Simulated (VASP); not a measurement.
# BaTiO3 (Pm-3m) in VASP: a series of runs, part 2 of 2

VASP 6.6.1.

## (3) Single point, PBE

This run uses another cell than the first one, of 13.50 Å³/atom.

File INCAR:

```
  PREC = Accurate
  ENCUT = 1340
  EDIFF = 1E-6
  ISMEAR = 0
  SIGMA = 0.01
  LREAL = F
  LASPH = T
  NELM = 120
  ALGO = Normal
  ISIF = 2
  LWAVE = F
  LCHARG = F
  GGA = PE
  NBANDS = 28
  GGA_COMPAT = F
```

File KPOINTS:

```
Automatic mesh
0
Gamma
  6 6 6
```

File POSCAR:

```
BaTiO3
1.0
    4.0716838054      0.0000000000      0.0000000000
    0.0000000000      4.0716838054      0.0000000000
    0.0000000000      0.0000000000      4.0716838054
Ba Ti O
1 1 3
Direct
    0.5000000000      0.5000000000      0.5000000000
    0.0000000000      0.0000000000      0.0000000000
    0.5000000000      0.0000000000      0.0000000000
    0.0000000000      0.5000000000      0.0000000000
    0.0000000000      0.0000000000      0.5000000000
```

Potentials or basis: VASP PAW PBE potentials, release 64 (Ba_sv, Ti_sv, O_h).

Command:

```console
$ cat potpaw_PBE.64/Ba_sv/POTCAR potpaw_PBE.64/Ti_sv/POTCAR potpaw_PBE.64/O_h/POTCAR > POTCAR
$ mpirun -np 1 vasp_std > vasp.out
```

OUTCAR:

```text
PREC = Accurate
   ENCUT = 1340
   EDIFF = 1E-6
   ISMEAR = 0
   LREAL = F
   LASPH = T
   NELM = 120
   ISIF = 2
   GGA = PE

 ion  position               nearest neighbor table
   1  0.500  0.500  0.500-   3 2.88   4 2.88   5 2.88   3 2.88   4 2.88   3 2.88   5 2.88   3 2.88
                             4 2.88   5 2.88   4 2.88   5 2.88   2 3.53   2 3.53   2 3.53   2 3.53
   2  0.000  0.000  0.000-   3 2.04   4 2.04   5 2.04   5 2.04   4 2.04   3 2.04   1 3.53   1 3.53
                             1 3.53   1 3.53   1 3.53   1 3.53   1 3.53   1 3.53
   3  0.500  0.000  0.000-   2 2.04   2 2.04   1 2.88   1 2.88   1 2.88   1 2.88
   4  0.000  0.500  0.000-   2 2.04   2 2.04   1 2.88   1 2.88   1 2.88   1 2.88
   5  0.000  0.000  0.500-   2 2.04   2 2.04   1 2.88   1 2.88   1 2.88   1 2.88

  LATTYP: Found a simple cubic cell.
 ALAT       =     4.0716838054

  Lattice vectors:

 A1 = (   4.0716838054,   0.0000000000,   0.0000000000)
 A2 = (   0.0000000000,   4.0716838054,   0.0000000000)
 A3 = (   0.0000000000,   0.0000000000,   4.0716838054)

Analysis of symmetry for initial positions (statically):
=====================================================================
 Subroutine PRICEL returns:
 Original cell was already a primitive cell.

 Routine SETGRP: Setting up the symmetry group for a
 simple cubic supercell.

 Subroutine GETGRP returns: Found 48 space group operations
 (whereof 48 operations were pure point group operations)
 out of a pool of 48 trial point group operations.

The static configuration has the point symmetry O_h .

Analysis of symmetry for dynamics (positions and initial velocities):
=====================================================================
 Subroutine PRICEL returns:
 Original cell was already a primitive cell.

 Routine SETGRP: Setting up the symmetry group for a
 simple cubic supercell.

 Subroutine GETGRP returns: Found 48 space group operations
 (whereof 48 operations were pure point group operations)
 out of a pool of 48 trial point group operations.

The dynamic configuration has the point symmetry O_h .

 Subroutine INISYM returns: Found 48 space group operations
 (whereof 48 operations are pure point group operations),
 and found     1 'primitive' translations

----------------------------------------------------------------------------------------

                                     Primitive cell

  volume of cell :      67.5029

  direct lattice vectors                    reciprocal lattice vectors
     4.071683805  0.000000000  0.000000000     0.245598639  0.000000000  0.000000000
     0.000000000  4.071683805  0.000000000     0.000000000  0.245598639  0.000000000
     0.000000000  0.000000000  4.071683805     0.000000000  0.000000000  0.245598639

  length of vectors
     4.071683805  4.071683805  4.071683805     0.245598639  0.245598639  0.245598639

  position of ions in fractional coordinates (direct lattice)
     0.500000000  0.500000000  0.500000000
     0.000000000  0.000000000  0.000000000
     0.500000000  0.000000000  0.000000000
     0.000000000  0.500000000  0.000000000
     0.000000000  0.000000000  0.500000000

  ion indices of the primitive-cell ions
   primitive index   ion index
                 1           1
[... 29 lines left out ...]
 Found     20 irreducible k-points:

 Following reciprocal coordinates:
            Coordinates               Weight
  0.000000  0.000000  0.000000      1.000000
  0.166667  0.000000  0.000000      6.000000
  0.333333  0.000000  0.000000      6.000000
  0.500000  0.000000  0.000000      3.000000
  0.166667  0.166667  0.000000     12.000000
  0.333333  0.166667  0.000000     24.000000
[... 12 lines left out ...]
  0.500000  0.500000  0.333333      6.000000
  0.500000  0.500000  0.500000      1.000000
   k-points           NKPTS =     20   k-points in BZ     NKDIM =     20   number of bands    NBANDS=     28
   number of dos      NEDOS =    301   number of ions     NIONS =      5
   total plane-waves  NPLWV = 125000
   dimension x,y,z NGX =    50 NGY =   50 NGZ =   50
   dimension x,y,z NGXF=   100 NGYF=  100 NGZF=  100
   ions per type =               1   1   3
   NGX,Y,Z   is equivalent  to a cutoff of  20.41, 20.41, 20.41 a.u.
   NGXF,Y,Z  is equivalent  to a cutoff of  40.83, 40.83, 40.83 a.u.
 SYSTEM =  unknown system
   PREC   = accura    normal or accurate (medium, high low for compatibility)
   ISTART =      0    job   : 0-new  1-cont  2-samecut
   ICHARG =      2    charge: 1-file 2-atom 10-const
   ISPIN  =      1    spin polarized calculation?
   LNONCOLLINEAR =      F non collinear calculations
   LSORBIT =      F    spin-orbit coupling
   LASPH  =      T    aspherical Exc in radial PAW
   ENCUT  = 1340.0 eV  98.49 Ry    9.92 a.u.  12.15 12.15 12.15*2*pi/ulx,y,z
   NELM   =    120;   NELMIN=  2; NELMDL= -5     # of ELM steps
   EDIFF  = 0.1E-05   stopping-criterion for ELM
   LREAL  =      F    real-space projection
   EDIFFG = 0.1E-04   stopping-criterion for IOM
   NSW    =      0    number of steps for IOM
   IBRION =     -1    ionic relax: 0-MD 1-quasi-New 2-CG
   NFREE  =      0    steps in history (QN), initial steepest desc. (CG)
   ISIF   =      2    stress and relaxation
   ISYM   =      2    0-nonsym 1-usesym 2-fastsym
   POTIM  = 0.5000    time-step for ionic-motion
   TEBEG  =    0.0;   TEEND  =   0.0 temperature during run
   PSTRESS=    0.0 pullay stress
   NELECT =      40.0000    total number of electrons
   NUPDOWN=      -1.0000    fix difference up-down
   EMIN   =  10.00;   EMAX   =-10.00  energy-range for DOS
   EFERMI =   0.00;   METHOD = LEGACY
   ISMEAR =     0;   SIGMA  =   0.01  broadening in eV -4-tet -1-fermi 0-gaus
   EFERMI_NEDOS =   21; number of points for ismear=-14 and -15
   IALGO  =     38    algorithm
   IMIX   =      4    mixing-type and parameters
     AMIX     =   0.40;   BMIX     =  1.00
     AMIX_MAG =   1.60;   BMIX_MAG =  1.00
  volume/ion in A,a.u.               =      13.50        91.11
  Fermi-wavevector in a.u.,A,eV,Ry     =   1.375057  2.598481 25.725657  1.890782
  Thomas-Fermi vector in A             =   2.500428
   LORBIT       =      0    0 simple, 1 ext, 2 COOP (PROOUT), +10 PAW based schemes
   GGA     = PE    functional components
   LHFCALC =     F    Hartree Fock is set to
   AEXX    =    0.0000 exact exchange contribution
   IVDW    =     0    specifies the selected vdW correction
   LEPSILON=     F    determine dielectric tensor
   LRPA    =     F    only Hartree local field effects (RPA)
 non-spin polarized calculation
 Gauss-broadening in eV      SIGMA  =   0.01
  energy-cutoff  :     1340.00
  volume of cell :       67.50
 maximum number of plane-waves:      7571
 NGX is ok and might be reduce to    50
   NGX = 25   NGY = 25   NGZ = 25

 number of electron      40.0000003 magnetization

 Free energy of the ion-electron system (eV)
  ---------------------------------------------------
  ext. energy  EPLUGINS =         0.00000000
  ---------------------------------------------------
  free energy    TOTEN  =       -39.98663128 eV

  energy without entropy =      -39.98663128  energy(sigma->0) =      -39.98663128

 E-fermi :   4.0012     XC(G=0): -10.9946

 val. band max:        3.7831606285   @ k =   0.5000   0.5000   0.5000
 cond. band min:       5.4286307397   @ k =   0.0000   0.0000   0.0000
 fundamental gap:      1.6454701112
 Fermi energy:         4.0012103315

 k-point     1 :       0.0000    0.0000    0.0000
  band No.  band energies     occupation
      1     -53.0642      2.00000
      2     -29.2491      2.00000
      3     -29.2491      2.00000
      4     -29.2491      2.00000
      5     -21.1535      2.00000
      6     -12.9829      2.00000
[... 609 lines left out ...]
     27      10.9155      0.00000
     28      10.9155      0.00000

------------------------ aborting loop because EDIFF is reached ----------------------------------------

  FORCE on cell =-STRESS in cart. coord.  units (eV):
  Direction    XX          YY          ZZ          XY          YZ          ZX
  --------------------------------------------------------------------------------------
  -------------------------------------------------------------------------------------
  Total       -1.8882050     -1.8882050     -1.8882050     -0.0000000      0.0000000      0.0000000
  in kB      -44.8164636    -44.8164636    -44.8164636     -0.0000000      0.0000000      0.0000000
  external PRESSURE =     -44.8164636 kB  Pullay stress =       0.0000000 kB

 VOLUME and BASIS-vectors are now :
 -----------------------------------------------------------------------------
  energy-cutoff  :     1340.00
  volume of cell :       67.50
      direct lattice vectors                 reciprocal lattice vectors
     4.071683805  0.000000000  0.000000000     0.245598639  0.000000000  0.000000000
     0.000000000  4.071683805  0.000000000     0.000000000  0.245598639  0.000000000
     0.000000000  0.000000000  4.071683805     0.000000000  0.000000000  0.245598639

 POSITION                                       TOTAL-FORCE (eV/Angst)
 -----------------------------------------------------------------------------------
      2.03584      2.03584      2.03584         0.000000      0.000000      0.000000
      0.00000      0.00000      0.00000         0.000000      0.000000      0.000000
      2.03584      0.00000      0.00000         0.000000      0.000000      0.000000
      0.00000      2.03584      0.00000         0.000000      0.000000      0.000000
      0.00000      0.00000      2.03584         0.000000      0.000000      0.000000
 -----------------------------------------------------------------------------------
    total drift:                                0.000000      0.000000     -0.000000

  FREE ENERGIE OF THE ION-ELECTRON SYSTEM (eV)
  ---------------------------------------------------
  free  energy   TOTEN  =       -39.9866312822 eV

  energy  without entropy=      -39.9866312822  energy(sigma->0) =      -39.98663128
```

OSZICAR:

```text
N       E                     dE             d eps       ncg     rms          rms(c)
DAV:   1     0.651926117178E+03    0.65193E+03   -0.35022E+04  1120   0.306E+03
DAV:   2     0.728421892925E+02   -0.57908E+03   -0.55381E+03  1156   0.618E+02
DAV:   3    -0.429253901654E+02   -0.11577E+03   -0.10919E+03  1624   0.209E+02
DAV:   4    -0.509045620680E+02   -0.79792E+01   -0.79414E+01  1456   0.527E+01
DAV:   5    -0.511818112984E+02   -0.27725E+00   -0.27692E+00  1692   0.982E+00    0.222E+01
DAV:   6    -0.402648980059E+02    0.10917E+02   -0.58000E+01  1652   0.635E+01    0.103E+01
DAV:   7    -0.402188035138E+02    0.46094E-01   -0.12026E+01  1516   0.239E+01    0.635E+00
DAV:   8    -0.400446889338E+02    0.17411E+00   -0.65272E-01  1376   0.618E+00    0.406E+00
DAV:   9    -0.400415537004E+02    0.31352E-02   -0.73868E-01  1572   0.783E+00    0.226E+00
DAV:  10    -0.399951518418E+02    0.46402E-01   -0.33473E-01  1492   0.512E+00    0.757E-01
DAV:  11    -0.399891443382E+02    0.60075E-02   -0.44993E-02  1480   0.141E+00    0.494E-01
DAV:  12    -0.399869304089E+02    0.22139E-02   -0.14886E-02  1320   0.118E+00    0.154E-01
DAV:  13    -0.399867361108E+02    0.19430E-03   -0.79876E-04  1444   0.253E-01    0.840E-02
DAV:  14    -0.399866299212E+02    0.10619E-03   -0.23122E-04  1528   0.140E-01    0.190E-02
DAV:  15    -0.399866321814E+02   -0.22602E-05   -0.58360E-05  1560   0.525E-02    0.115E-02
DAV:  16    -0.399866312822E+02    0.89922E-06   -0.86816E-06  1320   0.202E-02
   1 F= -.39986631E+02 E0= -.39986631E+02  d E =0.000000E+00
```

Run time: 2.1 min. Hardware: 1 thread of Intel Xeon 6975P-C (Granite Rapids), shared host; peak memory 0.45 GiB.

Results:

```
Free energy            : -39.9866 eV
Pressure               : -4.5 GPa
Band gap on the k mesh : 1.65 eV (least direct gap 1.83 eV)
```

Caveat: the cell stands under tension; spin-orbit coupling is left out, which moves the levels of the heavy elements. A k mesh can miss the band edges.

## (4) Single point, PBE

This run uses another cell than the first one, of 11.57 Å³/atom.

File INCAR:

```
SYSTEM = BaTiO3
PREC = Accurate
ENCUT = 1340
EDIFF = 1E-6
ISMEAR = 0
SIGMA = 0.01
LREAL = .FALSE.
LASPH = .TRUE.
NELM = 120
ALGO = Normal
ISIF = 2
LWAVE = .FALSE.
LCHARG = .FALSE.
GGA = PE
NBANDS = 28
GGA_COMPAT = .FALSE.
```

File KPOINTS:

```
regular mesh
0
G
  6 6 6
  0 0 0
```

Edit POSCAR of step 3 so:

```diff
@@ -2,5 +2,5 @@
 1.0
-    4.0716838054      0.0000000000      0.0000000000
-    0.0000000000      4.0716838054      0.0000000000
-    0.0000000000      0.0000000000      4.0716838054
+    3.8677504747      0.0000000000      0.0000000000
+    0.0000000000      3.8677504747      0.0000000000
+    0.0000000000      0.0000000000      3.8677504747
 Ba Ti O
```

Command:

```console
$ cat potpaw_PBE.64/Ba_sv/POTCAR potpaw_PBE.64/Ti_sv/POTCAR potpaw_PBE.64/O_h/POTCAR > POTCAR
$ mpirun -np 1 vasp_std > vasp.out
```

Run time: 99 s. Hardware: 1 thread of Intel Xeon Platinum 8259CL at 2.50GHz (Skylake/Cascade Lake), shared host; peak memory 0.4 GiB.

The run converged. Its results:

```
Free energy            : -39.4272 eV
Pressure               : 26.8 GPa
Band gap on the k mesh : 1.95 eV (least direct gap 1.97 eV)
```

Levels at points of the mesh, in eV from the valence-band top:
```csv
k point,band 16,band 17,band 18,band 19,band 20,band 21,band 22,band 23,band 24,band 25
"(0.00, 0.00, 0.00)",-1.27,-1.27,-0.03,-0.03,-0.03,1.95,1.95,1.95,4.63,4.63
"(0.50, 0.00, 0.00)",-2.06,-1.94,-1.94,-0.69,-0.69,2.16,4.03,4.03,4.67,6.98
"(0.50, 0.50, 0.00)",-3.08,-1.64,-0.79,-0.79,-0.11,4.04,4.04,4.49,5.67,8.45
"(0.50, 0.50, 0.50)",-2.32,-2.32,0.00,0.00,0.00,4.84,4.84,4.84,7.21,7.21
```

Caveat: the cell stands under pressure; spin-orbit coupling is left out, which moves the levels of the heavy elements. A k mesh can miss the band edges.

## (5) Single point, PBE

This run uses another cell than the first one, of 13.82 Å³/atom.

File INCAR:

```
ALGO = Normal
EDIFF = 1E-6
ENCUT = 1340
GGA = PE
GGA_COMPAT = F
ISIF = 2
ISMEAR = 0
LASPH = T
LCHARG = T
LELF = T
LREAL = F
LVHAR = T
LWAVE = F
NBANDS = 28
NELM = 120
PREC = Accurate
SIGMA = 0.01
```

File KPOINTS:

```
k-points
0
Gamma
  6 6 6
```

Edit POSCAR of step 4 so:

```diff
@@ -2,5 +2,5 @@
 1.0
-    3.8677504747      0.0000000000      0.0000000000
-    0.0000000000      3.8677504747      0.0000000000
-    0.0000000000      0.0000000000      3.8677504747
+    4.1037456279      0.0000000000      0.0000000000
+    0.0000000000      4.1037456279      0.0000000000
+    0.0000000000      0.0000000000      4.1037456279
 Ba Ti O
```

Command:

```console
$ cat potpaw_PBE.64/Ba_sv/POTCAR potpaw_PBE.64/Ti_sv/POTCAR potpaw_PBE.64/O_h/POTCAR > POTCAR
$ mpirun -np 1 vasp_std > vasp.out
```

Run time: 4.1 min. Hardware: 1 thread of Intel Xeon Platinum 8259CL at 2.50GHz (Skylake/Cascade Lake), shared host; peak memory 0.45 GiB.

It converged, with:

```
Free energy            : -39.9280 eV
Pressure               : -7.6 GPa
Band gap on the k mesh : 1.60 eV (least direct gap 1.80 eV)
```

Levels at points of the mesh, in eV from the valence-band top:
| k point | band 16 | band 17 | band 18 | band 19 | band 20 | band 21 | band 22 | band 23 | band 24 | band 25 |
| --- | --- | --- | --- | --- | --- | --- | --- | --- | --- | --- |
| (0.00, 0.00, 0.00) | -0.98 | -0.98 | -0.20 | -0.20 | -0.20 | 1.60 | 1.60 | 1.60 | 3.41 | 3.41 |
| (0.50, 0.00, 0.00) | -1.73 | -1.73 | -1.71 | -0.70 | -0.70 | 1.73 | 3.12 | 3.12 | 3.42 | 5.24 |
| (0.50, 0.50, 0.00) | -2.44 | -1.73 | -0.90 | -0.90 | -0.08 | 3.13 | 3.13 | 3.51 | 4.17 | 6.89 |
| (0.50, 0.50, 0.50) | -2.41 | -2.41 | 0.00 | 0.00 | 0.00 | 3.71 | 3.71 | 3.71 | 6.40 | 6.40 |

Caveat: the cell stands under tension; spin-orbit coupling is left out, which moves the levels of the heavy elements. A k mesh can miss the band edges.

## (6) The runs side by side

| cell | gap on the mesh (eV) | pressure (GPa) |
| --- | --- | --- |
| a = 4.039 Å, 5 atoms | 1.69 | -0.8 |
| a = 4.072 Å, 5 atoms | 1.65 | -4.5 |
| a = 3.868 Å, 5 atoms | 1.95 | 26.8 |
| a = 4.104 Å, 5 atoms | 1.60 | -7.6 |

Alike in all rows: task single point; level PBE; potentials or basis VASP PAW PBE potentials, release 64 (Ba_sv, Ti_sv, O_h); no spin polarisation; k mesh 6 × 6 × 6; cutoff (eV) 1340; smearing gaussian 0.01 eV.

Caveats: spin-orbit coupling is left out, which moves the levels of the heavy elements; the cell stands under tension (at least some runs); the cell stands under pressure (at least some runs).

Total energies depend on the potentials used, so only differences within one code and one set of settings carry meaning.
